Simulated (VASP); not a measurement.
Here is a VASP 6.6.1 calculation.

File INCAR:

```
ALGO = Normal
EDIFF = 1E-7
ENCUT = 520
GGA = RE
ISIF = 2
ISMEAR = -1
ISPIN = 2
IVDW = 13
LASPH = True
LCHARG = True
LELF = True
LMAXMIX = 4
LORBIT = 11
LREAL = False
LVHAR = True
LWAVE = False
MAGMOM = 1 0
NBANDS = 19
NELM = 150
PREC = Accurate
SIGMA = 0.05
```

KPOINTS

```
k-points
0
Gamma
  11 11 11
```

Contents of POSCAR:

```
NiO
1.0
    0.0000000000      2.0719018797      2.0719018797
    2.0719018797      0.0000000000      2.0719018797
    2.0719018797      2.0719018797      0.0000000000
Ni O
1 1
Direct
    0.0000000000      0.0000000000      0.0000000000
    0.5000000000      0.5000000000      0.5000000000
```

Potentials or basis: VASP PAW PBE potentials, release 64 (Ni, O).

Launch:

```bash
$ cat potpaw_PBE.64/Ni/POTCAR potpaw_PBE.64/O/POTCAR > POTCAR
$ mpirun -np 1 vasp_std > vasp.out
```

(1) What does it give for the pressure?

(2) Predict the site moments.

(3) Predict the dispersion energy per atom.

Answers

(1) 5.8 GPa.

(2) Ni +1.41; O +0.26 μB.

(3) -0.612 eV.

Caveat: the PAW data sets were made with another functional, which shifts forces and pressure a little; a cell with one magnetic atom can't hold antiferromagnetic order, which such compounds often take; pairwise dispersion overbinds metals, which lowers pressure and volume.
